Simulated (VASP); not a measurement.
# SbBr2 (Pn-3m) in VASP: notebook

The runs below take SbBr2 through single point, relaxation of cell and atoms, with PBE.

Program: VASP 6.6.1. These are calculated values, not measurements. Logs are shortened: lines on timing, memory, paths and dates and some standing lists are left out, and cuts for length are marked.

## 1. The cell of the first run

The structure is cubic, space group Pn-3m (No. 224). Conventional cell: a = 5.818 Å, b = 5.818 Å, c = 5.818 Å, α = 90.00°, β = 90.00°, γ = 90.00°. Within 3.3 Å of Sb (site symmetry -43m) lie 4 Br at 2.52 Å. Br (site symmetry -3m) has 2 Sb at 2.52 Å within 3.3 Å.

## 2. Single point, PBE

Contents of INCAR:

```
SYSTEM = SbBr2
  ALGO = Normal
  EDIFF = 1E-6
  ENCUT = 520
  GGA = PE
  ISIF = 2
  ISMEAR = 0
  LASPH = .True.
  LCHARG = .False.
  LREAL = .False.
  LWAVE = .False.
  NBANDS = 28
  NELM = 100
  PREC = Accurate
  SIGMA = 0.1
```

Contents of KPOINTS:

```
k-points
0
Gamma
  4 4 4
  0 0 0
```

Contents of POSCAR:

```
SbBr2
1.0
    5.8180578035      0.0000000000      0.0000000000
    0.0000000000      5.8180578035      0.0000000000
    0.0000000000      0.0000000000      5.8180578035
Sb Br
2 4
Direct
    0.0000000000      0.0000000000      0.0000000000
    0.5000000000      0.5000000000      0.5000000000
    0.2500000000      0.2500000000      0.2500000000
    0.2500000000      0.7500000000      0.7500000000
    0.7500000000      0.7500000000      0.2500000000
    0.7500000000      0.2500000000      0.7500000000
```

Potentials or basis: VASP PAW PBE potentials, release 64 (Sb, Br).

Command:

```
$ cat potpaw_PBE.64/Sb/POTCAR potpaw_PBE.64/Br/POTCAR > POTCAR
$ mpirun -np 1 vasp_std > vasp.out
```

OUTCAR:

```text
SYSTEM = SbBr2
   EDIFF = 1E-6
   ENCUT = 520
   GGA = PE
   ISIF = 2
   ISMEAR = 0
   LASPH = .True.
   LREAL = .False.
   NELM = 100
   PREC = Accurate

 ion  position               nearest neighbor table
   1  0.000  0.000  0.000-   3 2.52   4 2.52   5 2.52   6 2.52
   2  0.500  0.500  0.500-   3 2.52   4 2.52   5 2.52   6 2.52
   3  0.250  0.250  0.250-   1 2.52   2 2.52
   4  0.250  0.750  0.750-   1 2.52   2 2.52
   5  0.750  0.750  0.250-   1 2.52   2 2.52
   6  0.750  0.250  0.750-   1 2.52   2 2.52

  LATTYP: Found a simple cubic cell.
 ALAT       =     5.8180578035

  Lattice vectors:

 A1 = (   5.8180578035,   0.0000000000,   0.0000000000)
 A2 = (   0.0000000000,   5.8180578035,   0.0000000000)
 A3 = (   0.0000000000,   0.0000000000,   5.8180578035)

Analysis of symmetry for initial positions (statically):
=====================================================================
 Subroutine PRICEL returns:
 Original cell was already a primitive cell.

 Routine SETGRP: Setting up the symmetry group for a
 simple cubic supercell.

 Subroutine GETGRP returns: Found 48 space group operations
 (whereof 24 operations were pure point group operations)
 out of a pool of 48 trial point group operations.

The static configuration has the point symmetry T_d .
 The point group associated with its full space group is O_h .

Analysis of symmetry for dynamics (positions and initial velocities):
=====================================================================
 Subroutine PRICEL returns:
 Original cell was already a primitive cell.

 Routine SETGRP: Setting up the symmetry group for a
 simple cubic supercell.

 Subroutine GETGRP returns: Found 48 space group operations
 (whereof 24 operations were pure point group operations)
 out of a pool of 48 trial point group operations.

The dynamic configuration has the point symmetry T_d .
 The point group associated with its full space group is O_h .

 Subroutine INISYM returns: Found 48 space group operations
 (whereof 24 operations are pure point group operations),
 and found     1 'primitive' translations

----------------------------------------------------------------------------------------

[... 84 lines left out ...]
   NELM   =    100;   NELMIN=  2; NELMDL= -5     # of ELM steps
   EDIFF  = 0.1E-05   stopping-criterion for ELM
   LREAL  =      F    real-space projection
   EDIFFG = 0.1E-04   stopping-criterion for IOM
   NSW    =      0    number of steps for IOM
   IBRION =     -1    ionic relax: 0-MD 1-quasi-New 2-CG
   NFREE  =      0    steps in history (QN), initial steepest desc. (CG)
   ISIF   =      2    stress and relaxation
   ISYM   =      2    0-nonsym 1-usesym 2-fastsym
   POTIM  = 0.5000    time-step for ionic-motion
   TEBEG  =    0.0;   TEEND  =   0.0 temperature during run
   PSTRESS=    0.0 pullay stress
   NELECT =      38.0000    total number of electrons
   NUPDOWN=      -1.0000    fix difference up-down
   EMIN   =  10.00;   EMAX   =-10.00  energy-range for DOS
   EFERMI =   0.00;   METHOD = LEGACY
   ISMEAR =     0;   SIGMA  =   0.10  broadening in eV -4-tet -1-fermi 0-gaus
   EFERMI_NEDOS =   21; number of points for ismear=-14 and -15
   IALGO  =     38    algorithm
   IMIX   =      4    mixing-type and parameters
     AMIX     =   0.40;   BMIX     =  1.00
     AMIX_MAG =   1.60;   BMIX_MAG =  1.00
  volume/ion in A,a.u.               =      32.82       221.50
  Fermi-wavevector in a.u.,A,eV,Ry     =   0.946000  1.787682 12.176082  0.894917
  Thomas-Fermi vector in A             =   2.073956
   LORBIT       =      0    0 simple, 1 ext, 2 COOP (PROOUT), +10 PAW based schemes
   GGA     = PE    functional components
   LHFCALC =     F    Hartree Fock is set to
   AEXX    =    0.0000 exact exchange contribution
   IVDW    =     0    specifies the selected vdW correction
   LEPSILON=     F    determine dielectric tensor
   LRPA    =     F    only Hartree local field effects (RPA)
 non-spin polarized calculation
 Gauss-broadening in eV      SIGMA  =   0.10
  energy-cutoff  :      520.00
  volume of cell :      196.94
 maximum number of plane-waves:      5400
 NGX is ok and might be reduce to    48
   NGX = 21   NGY = 21   NGZ = 21

 number of electron      38.0000010 magnetization

 Free energy of the ion-electron system (eV)
  ---------------------------------------------------
  ext. energy  EPLUGINS =         0.00000000
  ---------------------------------------------------
  free energy    TOTEN  =       -13.74258253 eV

  energy without entropy =      -13.71706870  energy(sigma->0) =      -13.72982562

 E-fermi :   3.8896     XC(G=0):  -8.1419

 val. band max:        3.7981079773   @ k =   0.5000   0.5000   0.2500
 cond. band min:       3.9075012427   @ k =   0.2500   0.2500   0.0000
 fundamental gap:      0.1093932653
 Fermi energy:         3.8895519139

 k-point     1 :       0.0000    0.0000    0.0000
  band No.  band energies     occupation
      1     -13.7097      2.00000
      2     -12.8178      2.00000
      3     -12.8178      2.00000
      4     -12.8178      2.00000
      5      -8.1355      2.00000
      6      -4.0923      2.00000
[... 299 lines left out ...]
     27       8.3618      0.00000
     28       9.1351      0.00000

------------------------ aborting loop because EDIFF is reached ----------------------------------------

  FORCE on cell =-STRESS in cart. coord.  units (eV):
  Direction    XX          YY          ZZ          XY          YZ          ZX
  --------------------------------------------------------------------------------------
  -------------------------------------------------------------------------------------
  Total       17.6080685     17.6080685     17.6080685      0.0000000      0.0000000      0.0000000
  in kB      143.2478808    143.2478808    143.2478808      0.0000000      0.0000000      0.0000000
  external PRESSURE =     143.2478808 kB  Pullay stress =       0.0000000 kB

 VOLUME and BASIS-vectors are now :
 -----------------------------------------------------------------------------
  energy-cutoff  :      520.00
  volume of cell :      196.94
      direct lattice vectors                 reciprocal lattice vectors
     5.818057804  0.000000000  0.000000000     0.171878664  0.000000000  0.000000000
     0.000000000  5.818057804  0.000000000     0.000000000  0.171878664  0.000000000
     0.000000000  0.000000000  5.818057804     0.000000000  0.000000000  0.171878664

 POSITION                                       TOTAL-FORCE (eV/Angst)
 -----------------------------------------------------------------------------------
      0.00000      0.00000      0.00000         0.000000     -0.000000     -0.000000
      2.90903      2.90903      2.90903         0.000000      0.000000      0.000000
      1.45451      1.45451      1.45451        -0.000000     -0.000000     -0.000000
      1.45451      4.36354      4.36354         0.000000      0.000000     -0.000000
      4.36354      4.36354      1.45451         0.000000     -0.000000     -0.000000
      4.36354      1.45451      4.36354        -0.000000      0.000000      0.000000
 -----------------------------------------------------------------------------------
    total drift:                               -0.000000     -0.000000      0.000000

  FREE ENERGIE OF THE ION-ELECTRON SYSTEM (eV)
  ---------------------------------------------------
  free  energy   TOTEN  =       -13.7425825335 eV

  energy  without entropy=      -13.7170687023  energy(sigma->0) =      -13.72982562
```

OSZICAR:

```text
N       E                     dE             d eps       ncg     rms          rms(c)
DAV:   1     0.260021041223E+03    0.26002E+03   -0.14624E+04   560   0.111E+03
DAV:   2     0.119123914054E+02   -0.24811E+03   -0.24190E+03   748   0.197E+02
DAV:   3    -0.135649641787E+02   -0.25477E+02   -0.25283E+02   696   0.721E+01
DAV:   4    -0.139537847374E+02   -0.38882E+00   -0.38762E+00   668   0.103E+01
DAV:   5    -0.139577344167E+02   -0.39497E-02   -0.39490E-02   712   0.110E+00    0.230E+01
DAV:   6    -0.137606929971E+02    0.19704E+00   -0.27813E-01   660   0.230E+00    0.139E+01
DAV:   7    -0.137505003731E+02    0.10193E-01   -0.24002E-01   684   0.205E+00    0.708E-01
DAV:   8    -0.137418061202E+02    0.86943E-02   -0.44765E-02   620   0.101E+00    0.314E-01
DAV:   9    -0.137424823358E+02   -0.67622E-03   -0.36627E-03   620   0.304E-01    0.404E-01
DAV:  10    -0.137425426994E+02   -0.60364E-04   -0.72075E-05   724   0.431E-02    0.127E-01
DAV:  11    -0.137425691414E+02   -0.26442E-04   -0.19517E-05   640   0.214E-02    0.392E-02
DAV:  12    -0.137425839555E+02   -0.14814E-04   -0.24880E-05   664   0.225E-02    0.636E-02
DAV:  13    -0.137425822969E+02    0.16586E-05   -0.27558E-06   604   0.778E-03    0.121E-02
DAV:  14    -0.137425825335E+02   -0.23660E-06   -0.99965E-07   392   0.435E-03
   1 F= -.13742583E+02 E0= -.13729826E+02  d E =-.255138E-01
```

stdout:

```text
POSCAR found type information on POSCAR SbBr
 POSCAR found :  2 types and       6 ions
 scaLAPACK will be used
 LDA part: xc-table for (Slater+PW92), standard interpolation
 POSCAR, INCAR and KPOINTS ok, starting setup
 FFT: planning ... GRIDC
 FFT: planning ... GRID_SOFT
 FFT: planning ... GRID
 WAVECAR not read
 entering main loop
```

Run time: 81 s. Hardware: 1 thread of Intel Xeon Platinum 8488C (Sapphire Rapids), shared host; peak memory 0.32 GiB.

What came out:

```yaml
Free_energy: -13.7426 eV
Pressure: 14.3 GPa
Band_gap_on_the_k_mesh: zero (bands 19 and 20 overlap by 1.81 eV)
```

Caveat: the cell stands under pressure; spin-orbit coupling is left out, which moves the levels of the heavy elements.

(Continued in part 2 of 3.)

The gap in the log of VASP goes by the Fermi energy; the results here count the filled bands.